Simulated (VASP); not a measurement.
Here is a VASP 6.6.1 calculation.

INCAR

```
SYSTEM = RbBr
PREC = Accurate
ENCUT = 520
EDIFF = 1E-6
ISMEAR = 0
SIGMA = 0.02
LREAL = .False.
LASPH = .True.
NELM = 80
ALGO = Normal
ISIF = 2
LWAVE = .False.
LCHARG = .True.
GGA = PS
LELF = .True.
LVHAR = .True.
NBANDS = 15
```

The input KPOINTS:

```
regular mesh
0
Gamma
  6 6 6
  0 0 0
```

The input POSCAR:

```
RbBr
1.0
    0.0000000000      3.5408817000      3.5408817000
    3.5408817000      0.0000000000      3.5408817000
    3.5408817000      3.5408817000      0.0000000000
Rb Br
1 1
Direct
    0.0000000000      0.0000000000      0.0000000000
    0.5000000000      0.5000000000      0.5000000000
```

Potentials or basis: VASP PAW PBE potentials, release 64 (Rb_sv, Br).

Run with:

```console
$ cat potpaw_PBE.64/Rb_sv/POTCAR potpaw_PBE.64/Br/POTCAR > POTCAR
$ mpirun -np 1 vasp_std > vasp.out
```

Q: What does it give for the pressure?

A: -1.1 GPa.

Q: Estimate the band gap on the k mesh.

A: 4.00 eV.

Caveat: the cell differs from its parent crystal (strained); the PAW data sets were made with another functional, which shifts forces and pressure a little.
